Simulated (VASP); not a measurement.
Runs of VASP 6.6.1 on BaZrO3. The structure is that of space group Pm-3m (No. 221), or close to it. The cells are those of the table. 

```csv
cell,gap on the mesh (eV),pressure (GPa)
"a = 4.135 Å, 5 atoms",3.28,9.8
"a = 4.219 Å, 5 atoms",3.15,-0.8
"a = 4.274 Å, 5 atoms",3.06,-6.1
"a = 4.191 Å, 5 atoms",(a),2.4
"a = 4.163 Å, 5 atoms",(b),5.9
"a = 4.246 Å, 5 atoms",3.10,-3.6
"a = 4.106 Å, 5 atoms",3.32,14.1
```

Alike in all rows: task single point; level PBE+D3(BJ); potentials or basis VASP PAW PBE potentials, release 64 (Ba_sv, Zr_sv, O); no spin polarisation; k mesh 6 × 6 × 6; cutoff (eV) 520; smearing methfessel-paxton 0.1 eV.

Question: Estimate the missing entries.

Answer: (a) 3.19; (b) 3.23.

Caveats: three body term missing; spin-orbit coupling is left out, which moves the levels of the heavy elements.

A k mesh can miss the band edges, and the runs leave out spin-orbit coupling on Ba, Zr.
